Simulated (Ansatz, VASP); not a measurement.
**CuO: VASP beside Ansatz**

INCAR

```
SYSTEM = CuO
ALGO = Normal
EDIFF = 1E-6
ENCUT = 1340
GGA_COMPAT = .FALSE.
ISIF = 2
ISMEAR = -1
LASPH = .TRUE.
LCHARG = .FALSE.
LREAL = .FALSE.
LWAVE = .FALSE.
NBANDS = 33
NELM = 120
PREC = Accurate
SIGMA = 0.05
```

File KPOINTS:

```
k-points
0
G
  10 10 6
  0 0 0
```

Contents of POSCAR:

```
CuO
1.0
    3.1795331000      0.0000000000      0.0000000000
   -1.5897665500      2.7535564400      0.0000000000
    0.0000000000      0.0000000000      4.4314907300
Cu O
2 2
Direct
    0.0000000000      0.0000000000      0.0000000000
    0.0000000000      0.0000000000      0.5000000000
    0.3333333333      0.6666666667      0.2500000000
    0.6666666667      0.3333333333      0.7500000000
```

The input input.yaml:

```yaml
crystal:
  lattice:
    - [3.1795331, 0.0, 0.0]
    - [-1.58976655, 2.75355644, 0.0]
    - [0.0, 0.0, 4.43149073]
  atoms:
    - { symbol: Cu, position: [0.0, 0.0, 0.0] }
    - { symbol: Cu, position: [0.0, 0.0, 0.5] }
    - { symbol: O, position: [0.3333333333, 0.6666666667, 0.25] }
    - { symbol: O, position: [0.6666666667, 0.3333333333, 0.75] }
hamiltonian:
  xc: lda
  pseudopotentials: { kind: paw }
kpoints:
  mp_grid: { grid: [10, 10, 6] }
scf:
  occupations: { method: fermi_dirac, width: 0.05 }
  n_extra_bands: 10
output:
  forces: true
  stress: true
  eigenvalues: true
  dos: { projected: true, de: 0.05, nscf_kmesh: { grid: [15, 15, 9] } }
  write_density: true
  write_potential: true
  elf: true
  volumetric_format: npy
```

Alike in both runs: functional LDA; k mesh 10 × 10 × 6; occupations fermi-dirac, width 0.05 eV; no spin polarisation.

|  | VASP | Ansatz |
| --- | --- | --- |
| version | VASP 6.6.1 | Ansatz 0.2.0 |
| potentials or method | VASP PAW LDA potentials, release 64 (Cu_sv_GW, O_h) | Ansatz PAW |
| plane-wave cutoff (eV) | 1340 | 420 |
| valence electrons in the cell | 50 | 50 |
| task | single point | projected density of states |

|  | VASP | Ansatz | Ansatz less VASP |
| --- | --- | --- | --- |
| gap on the k mesh at the Fermi level (eV) | none | none | - |
| pressure (GPa) | -9.8 | -9.9 | -0.06 |
| traceless stress, the component that is largest in VASP (GPa) | 29.22 | 29.00 | -0.221 |

LDA's correlation is that of Perdew and Zunger in VASP and of Perdew and Wang (1992) in Ansatz. A gap of «none» marks a metal or a gap that the smearing closes.
